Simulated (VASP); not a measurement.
A run of VASP 6.6.1:

Contents of INCAR:

```
SYSTEM = Se
PREC = Accurate
ENCUT = 520
EDIFF = 1E-6
ISMEAR = 0
SIGMA = 0.1
LREAL = .False.
LASPH = .True.
NELM = 80
ALGO = Normal
ISIF = 2
LWAVE = .False.
LCHARG = .False.
GGA = PS
NBANDS = 13
```

Contents of KPOINTS:

```
Automatic mesh
0
Gamma
  6 6 6
  0 0 0
```

Contents of POSCAR:

```
Se
1.0
   -2.6741555653      2.6741555653      1.5089767521
    2.6741555653     -2.6741555653      1.5089767521
    2.6741555653      2.6741555653     -1.5089767521
Se
2
Direct
    0.0000000000      0.0000000000      0.0000000000
    0.7500000000      0.2500000000      0.5000000000
```

Potentials or basis: VASP PAW PBE potentials, release 64 (Se).

Launch:

```bash
$ cat potpaw_PBE.64/Se/POTCAR > POTCAR
$ mpirun -np 1 vasp_std > vasp.out
```

Hardware: 1 thread of AMD EPYC 9R45 96-Core Processor (Zen 5), with other jobs on the host.

**Question.** How long does it take, and how much memory?

**Answer.** Wall time 8.8 s on 1 thread of AMD EPYC 9R45 96-Core Processor (Zen 5), on a shared host, peak memory 0.13 GiB. Counts: scf iterations 10, k points 30.
